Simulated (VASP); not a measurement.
LiH:

```
Li H
1.0
     2.56445    0.00000    0.00000
     0.00000    2.56445    0.00000
     0.00000    0.00000    2.56445
Li H
1 1
Direct
  0.00000 0.00000 0.00000
  0.50000 0.50000 0.50000
```

This cell differs from its parent crystal: strain +2.5%.

Program: VASP 6.6.1. Alike in all runs: task single point; potentials or basis VASP PAW PBE potentials, release 64 (Li_sv, H); no spin polarisation; cell as given; cutoff (eV) 520. Hardware: 1 thread of Intel(R) Xeon(R) Platinum 8124M CPU @ 3.00GHz (Skylake/Cascade Lake), on a shared host.

**Question.** Order these runs on this cell by their wall time, lowest first.
A. level r2SCAN; k mesh 10 × 10 × 10; smearing gaussian 0.01 eV
B. level HSE06; k mesh 8 × 8 × 8; smearing gaussian 0.01 eV; grid for exact exchange (PRECFOCK) Normal; screening parameter 0.2079 1/Å
C. level PBE; k mesh 10 × 10 × 10; smearing fermi-dirac 0.02 eV

**Answer.** C (5.6 s), A (30 s), B (170 s).
